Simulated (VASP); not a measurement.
# Al9Cu4 (a cell with a defect) in VASP: single point with PBE

Aim: the single point of Al9Cu4 (a cell with a defect) with PBE.

All numbers are computed with VASP 6.6.1; they aren't measurements. Logs are shortened: lines on timing, memory, paths and dates and some standing lists are left out, and cuts for length are marked.

**1. The cell of the first run**

The cell holds a defect, 13 atoms: a = 5.782 Å, b = 5.783 Å, c = 5.783 Å, α = 90.00°, β = 90.00°, γ = 90.00°.

**2. Single point, PBE**

Input file INCAR:

```
PREC     = Accurate       # precision mode
ENCUT    = 520            # plane-wave cutoff, eV
EDIFF    = 1E-6           # SCF threshold, eV
ISMEAR   = 0              # smearing method
SIGMA    = 0.1            # smearing width, eV
LREAL    = False          # projectors in reciprocal space
LASPH    = True           # aspherical terms in the spheres
NELM     = 80             # most SCF steps
ALGO     = Normal         # electronic algorithm
ISIF     = 2              # what is computed and relaxed
LWAVE    = False          # write WAVECAR
LCHARG   = False          # write CHGCAR
GGA      = PE             # functional
NBANDS   = 48             # bands
```

Input file KPOINTS:

```
Automatic mesh
0
Gamma
  4 4 4
  0.5 0.5 0.5
```

Input file POSCAR:

```
Al9Cu4
1.0
    0.0000000000      0.0000000000     -5.7824626538
    4.0892560504     -4.0892560504      0.0000000000
   -4.0892560504     -4.0892560504      0.0000000000
Al Cu
9 4
Direct
    0.2397058283      0.7396198631      0.2396171792
    0.7603480149      0.2602818182      0.2396766033
    0.2396389018      0.2604082471      0.7604055510
    0.7603519924      0.7396751298      0.7602832793
    0.2396752185      0.2603729106      0.2395894236
    0.7603208638      0.7397085100      0.2397055816
    0.2396705492      0.7395877056      0.7603746162
    0.7603782788      0.2603160543      0.7603131136
   -0.5001180592      0.0000372928     -0.4999570765
    0.5000001164     -0.0000002445     -0.0000748302
   -0.0000920023      0.5000298281      0.0000342361
    0.4999999435      0.4999349453      0.4999997493
    0.0001992231      0.0000002445      0.5000002384
```

Potentials or basis: VASP PAW PBE potentials, release 64 (Al, Cu).

Launch:

```
$ cat potpaw_PBE.64/Al/POTCAR potpaw_PBE.64/Cu/POTCAR > POTCAR
$ mpirun -np 1 vasp_std > vasp.out
```

OUTCAR:

```text
PREC = Accurate
   ENCUT = 520
   EDIFF = 1E-6
   ISMEAR = 0
   LREAL = False
   LASPH = True
   NELM = 80
   ISIF = 2
   GGA = PE

 ion  position               nearest neighbor table
   1  0.240  0.740  0.240-  11 2.40  13 2.54  12 2.54  10 2.54   9 2.61   7 2.77   5 2.77   6 2.77
                             6 3.01   5 3.01   7 3.01
   2  0.760  0.260  0.240-  11 2.40  12 2.54  10 2.54  13 2.54   9 2.61   5 2.77   8 2.77   6 2.77
                             6 3.01   5 3.01   8 3.01
   3  0.240  0.260  0.760-  11 2.40  13 2.54  10 2.54  12 2.54   9 2.61   7 2.77   5 2.77   8 2.77
                             8 3.01   5 3.01   7 3.01
   4  0.760  0.740  0.760-  11 2.40  10 2.54  12 2.54  13 2.54   9 2.61   7 2.77   8 2.77   6 2.77
                             6 3.01   7 3.01   8 3.01
   5  0.240  0.260  0.240-  11 2.40  13 2.54  12 2.54  10 2.54   9 2.61   3 2.77   1 2.77   2 2.77
                             2 3.01   1 3.01   3 3.01
   6  0.760  0.740  0.240-  11 2.40  12 2.54  10 2.54  13 2.54   9 2.61   1 2.77   4 2.77   2 2.77
                             1 3.01   2 3.01   4 3.01
   7  0.240  0.740  0.760-  11 2.40  13 2.54  10 2.54  12 2.54   9 2.61   3 2.77   1 2.77   4 2.77
                             4 3.01   1 3.01   3 3.01
   8  0.760  0.260  0.760-  11 2.40  10 2.54  12 2.54  13 2.54   9 2.61   3 2.77   4 2.77   2 2.77
                             2 3.01   4 3.01   3 3.01
   9  0.500  0.000  0.500-   3 2.61   7 2.61   5 2.61   1 2.61   8 2.61   4 2.61   2 2.61   6 2.61
                            13 2.89  10 2.89  12 2.89  12 2.89  10 2.89  13 2.89
  10  0.500  1.000  1.000-   3 2.54   7 2.54   8 2.54   4 2.54   5 2.54   1 2.54   2 2.54   6 2.54
                             9 2.89   9 2.89
  11  1.000  0.500  0.000-   6 2.40   2 2.40   4 2.40   8 2.40   1 2.40   5 2.40   7 2.40   3 2.40

  12  0.500  0.500  0.500-   3 2.54   5 2.54   8 2.54   2 2.54   7 2.54   1 2.54   4 2.54   6 2.54
                             9 2.89   9 2.89
  13  0.000  0.000  0.500-   3 2.54   7 2.54   5 2.54   1 2.54   8 2.54   4 2.54   2 2.54   6 2.54
                             9 2.89   9 2.89

  LATTYP: Found a simple tetragonal cell.
 ALAT       =     5.7830813665
 C/A-ratio  =     0.9998930133

  Lattice vectors:

 A1 = (   4.0892560504,  -4.0892560504,   0.0000000000)
 A2 = (  -4.0892560504,  -4.0892560504,   0.0000000000)
 A3 = (   0.0000000000,   0.0000000000,  -5.7824626538)

Analysis of symmetry for initial positions (statically):
=====================================================================
 Subroutine PRICEL returns:
 Original cell was already a primitive cell.

 Routine SETGRP: Setting up the symmetry group for a
 simple tetragonal supercell.

 Subroutine GETGRP returns: Found  1 space group operations
 (whereof  1 operations were pure point group operations)
 out of a pool of 16 trial point group operations.

The static configuration has the point symmetry C_1 .

Analysis of symmetry for dynamics (positions and initial velocities):
=====================================================================
 Subroutine PRICEL returns:
 Original cell was already a primitive cell.

 Routine SETGRP: Setting up the symmetry group for a
 simple tetragonal supercell.

 Subroutine GETGRP returns: Found  1 space group operations
 (whereof  1 operations were pure point group operations)
 out of a pool of 16 trial point group operations.

The dynamic configuration has the point symmetry C_1 .

 Subroutine INISYM returns: Found  1 space group operations
 (whereof  1 operations are pure point group operations),
 and found     1 'primitive' translations

----------------------------------------------------------------------------------------

                                     Primitive cell

  volume of cell :     193.3889

  direct lattice vectors                    reciprocal lattice vectors
     0.000000000  0.000000000 -5.782462654     0.000000000  0.000000000 -0.172936698
     4.089256050 -4.089256050  0.000000000     0.122271629 -0.122271629  0.000000000
    -4.089256050 -4.089256050  0.000000000    -0.122271629 -0.122271629  0.000000000

  length of vectors
     5.782462654  5.783081366  5.783081366     0.172936698  0.172918196  0.172918196

  position of ions in fractional coordinates (direct lattice)
     0.239705828  0.739619863  0.239617179
     0.760348015  0.260281818  0.239676603
     0.239638902  0.260408247  0.760405551
     0.760351992  0.739675130  0.760283279
     0.239675218  0.260372911  0.239589424
     0.760320864  0.739708510  0.239705582
     0.239670549  0.739587706  0.760374616
[... 34 lines left out ...]
     0.000000000  0.000000000 -0.043234175     0.250000000  0.000000000  0.000000000
     0.030567907 -0.030567907  0.000000000     0.000000000  0.250000000  0.000000000
    -0.030567907 -0.030567907  0.000000000     0.000000000  0.000000000  0.250000000

  Length of vectors
     0.043234175  0.043229549  0.043229549

  Shift w.r.t. Gamma in fractional coordinates (k-lattice)
     0.500000000  0.500000000  0.500000000

 Subroutine IBZKPT returns following result:
 ===========================================

 Found     32 irreducible k-points:

 Following reciprocal coordinates:
            Coordinates               Weight
  0.125000  0.125000  0.125000      2.000000
  0.125000 -0.125000  0.125000      2.000000
  0.125000 -0.125000 -0.125000      2.000000
  0.125000  0.125000 -0.125000      2.000000
  0.375000  0.125000  0.125000      2.000000
  0.375000 -0.125000  0.125000      2.000000
[... 16 lines left out ...]
 -0.375000  0.375000 -0.125000      2.000000
 -0.375000 -0.125000 -0.375000      2.000000
 [... further k-points ...]
   k-points           NKPTS =     32   k-points in BZ     NKDIM =     32   number of bands    NBANDS=     48
   number of dos      NEDOS =    301   number of ions     NIONS =     13
   total plane-waves  NPLWV = 110592
   dimension x,y,z NGX =    48 NGY =   48 NGZ =   48
   dimension x,y,z NGXF=    96 NGYF=   96 NGZF=   96
   ions per type =               9   4
   NGX,Y,Z   is equivalent  to a cutoff of  13.80, 13.80, 13.80 a.u.
   NGXF,Y,Z  is equivalent  to a cutoff of  27.60, 27.60, 27.60 a.u.
 SYSTEM =  unknown system
   PREC   = accura    normal or accurate (medium, high low for compatibility)
   ISTART =      0    job   : 0-new  1-cont  2-samecut
   ICHARG =      2    charge: 1-file 2-atom 10-const
   ISPIN  =      1    spin polarized calculation?
   LNONCOLLINEAR =      F non collinear calculations
   LSORBIT =      F    spin-orbit coupling
   LASPH  =      T    aspherical Exc in radial PAW
   ENCUT  =  520.0 eV  38.22 Ry    6.18 a.u.  10.75 10.75 10.75*2*pi/ulx,y,z
   NELM   =     80;   NELMIN=  2; NELMDL= -5     # of ELM steps
   EDIFF  = 0.1E-05   stopping-criterion for ELM
   LREAL  =      F    real-space projection
[... 7 lines left out ...]
   TEBEG  =    0.0;   TEEND  =   0.0 temperature during run
   PSTRESS=    0.0 pullay stress
   NELECT =      71.0000    total number of electrons
   NUPDOWN=      -1.0000    fix difference up-down
   EMIN   =  10.00;   EMAX   =-10.00  energy-range for DOS
   EFERMI =   0.00;   METHOD = LEGACY
   ISMEAR =     0;   SIGMA  =   0.10  broadening in eV -4-tet -1-fermi 0-gaus
   EFERMI_NEDOS =   21; number of points for ismear=-14 and -15
   IALGO  =     38    algorithm
   IMIX   =      4    mixing-type and parameters
     AMIX     =   0.40;   BMIX     =  1.00
     AMIX_MAG =   1.60;   BMIX_MAG =  1.00
  volume/ion in A,a.u.               =      14.88       100.39
  Fermi-wavevector in a.u.,A,eV,Ry     =   1.172242  2.215215 18.696451  1.374150
  Thomas-Fermi vector in A             =   2.308673
   LORBIT       =      0    0 simple, 1 ext, 2 COOP (PROOUT), +10 PAW based schemes
   GGA     = PE    functional components
   LHFCALC =     F    Hartree Fock is set to
   AEXX    =    0.0000 exact exchange contribution
   IVDW    =     0    specifies the selected vdW correction
   LEPSILON=     F    determine dielectric tensor
   LRPA    =     F    only Hartree local field effects (RPA)
 non-spin polarized calculation
 Gauss-broadening in eV      SIGMA  =   0.10
  energy-cutoff  :      520.00
  volume of cell :      193.39
 maximum number of plane-waves:      5212
 NGX is ok and might be reduce to    48
   NGX = 21   NGY = 21   NGZ = 21

 number of electron      70.9999969 magnetization

 Free energy of the ion-electron system (eV)
  ---------------------------------------------------
  ext. energy  EPLUGINS =         0.00000000
  ---------------------------------------------------
  free energy    TOTEN  =       -49.53992161 eV

  energy without entropy =      -49.50200350  energy(sigma->0) =      -49.52096256

 E-fermi :   8.2355     XC(G=0): -10.7466

 val. band max:        8.1773041626   @ k =   0.3750   0.3750   0.3750
 cond. band min:       8.2490597645   @ k =   0.1250  -0.1250  -0.1250
 fundamental gap:      0.0717556019
 Fermi energy:         8.2355145354

 k-point     1 :       0.1250    0.1250    0.1250
  band No.  band energies     occupation
      1      -2.8260      2.00000
      2      -0.0421      2.00000
      3       0.6437      2.00000
      4       0.6442      2.00000
      5       1.9074      2.00000
      6       2.4189      2.00000
[... 1189 lines left out ...]
     46      12.3412      0.00000
     47      12.4060      0.00000

 [... further k-points ...]

 [bands above 47 left out]

------------------------ aborting loop because EDIFF is reached ----------------------------------------

  FORCE on cell =-STRESS in cart. coord.  units (eV):
  Direction    XX          YY          ZZ          XY          YZ          ZX
  --------------------------------------------------------------------------------------
  -------------------------------------------------------------------------------------
  Total        8.2670229      8.2670359      8.2685304      0.0000457      0.0000346     -0.0000378
  in kB       68.4901761     68.4902833     68.5026647      0.0003786      0.0002864     -0.0003131
  external PRESSURE =      68.4943747 kB  Pullay stress =       0.0000000 kB

 VOLUME and BASIS-vectors are now :
 -----------------------------------------------------------------------------
  energy-cutoff  :      520.00
  volume of cell :      193.39
      direct lattice vectors                 reciprocal lattice vectors
     0.000000000  0.000000000 -5.782462654     0.000000000  0.000000000 -0.172936698
     4.089256050 -4.089256050  0.000000000     0.122271629 -0.122271629  0.000000000
    -4.089256050 -4.089256050  0.000000000    -0.122271629 -0.122271629  0.000000000

 POSITION                                       TOTAL-FORCE (eV/Angst)
 -----------------------------------------------------------------------------------
      2.04464     -4.00435     -1.38609         0.000001     -0.003027     -0.001927
      0.08426     -2.04446     -4.39668        -0.002535     -0.000120      0.002106
     -2.04462     -4.17437     -1.38570        -0.000018      0.003515     -0.002441
     -0.08427     -6.13371     -4.39671         0.002539     -0.000135      0.002116
      0.08499     -2.04447     -1.38591        -0.003155     -0.000088     -0.002107
      2.04464     -4.00507     -4.39653        -0.000001     -0.002498      0.002027
     -0.08500     -6.13373     -1.38589         0.003188     -0.000107     -0.002139
     -2.04462     -4.17361     -4.39686        -0.000015      0.002600      0.002198
     -2.04465     -2.04496     -2.89055         0.000021      0.000256     -0.000648
      0.00031     -8.17821     -2.89123        -0.000323     -0.000327      0.000019
      2.04461     -2.04489     -5.78193         0.000013      0.000209     -0.000420
     -0.00027     -4.08899     -2.89123         0.000283     -0.000282      0.000013
     -2.04463     -2.04463     -0.00115         0.000001      0.000003      0.001203
 -----------------------------------------------------------------------------------
    total drift:                               -0.000002     -0.000019      0.000035

  FREE ENERGIE OF THE ION-ELECTRON SYSTEM (eV)
  ---------------------------------------------------
  free  energy   TOTEN  =       -49.5399216127 eV

  energy  without entropy=      -49.5020035000  energy(sigma->0) =      -49.52096256
```

Wall time 3.5 min (1 thread of Intel Xeon 6975P-C (Granite Rapids), shared host); peak memory 0.43 GiB.

What came out:

| Property | Result |
| --- | --- |
| Free energy | -49.5399 eV |
| Pressure | 6.8 GPa |
| Largest force | 0.004 eV/Å |
| Band gap on the k mesh | zero (an odd number of electrons rules out a gap without spin polarisation) |

Forces on the atoms (eV/Å):
```
Al   0.000 -0.003 -0.002
Al  -0.003  0.000  0.002
Al   0.000  0.004 -0.002
Al   0.003  0.000  0.002
Al  -0.003  0.000 -0.002
Al   0.000 -0.002  0.002
Al   0.003  0.000 -0.002
Al   0.000  0.003  0.002
Al   0.000  0.000 -0.001
Cu   0.000  0.000  0.000
Cu   0.000  0.000  0.000
Cu   0.000  0.000  0.000
Cu   0.000  0.000  0.001
```

Levels at points of the mesh, in eV from the Fermi level:
| k point | band 31 | band 32 | band 33 | band 34 | band 35 | band 36 | band 37 | band 38 | band 39 | band 40 |
| --- | --- | --- | --- | --- | --- | --- | --- | --- | --- | --- |
| (0.12, 0.12, 0.12) | -2.67 | -2.67 | -2.12 | -0.82 | -0.56 | 0.01 | 0.01 | 0.37 | 0.99 | 0.99 |

The gap in the log of VASP goes by the Fermi energy; the results here count the filled bands.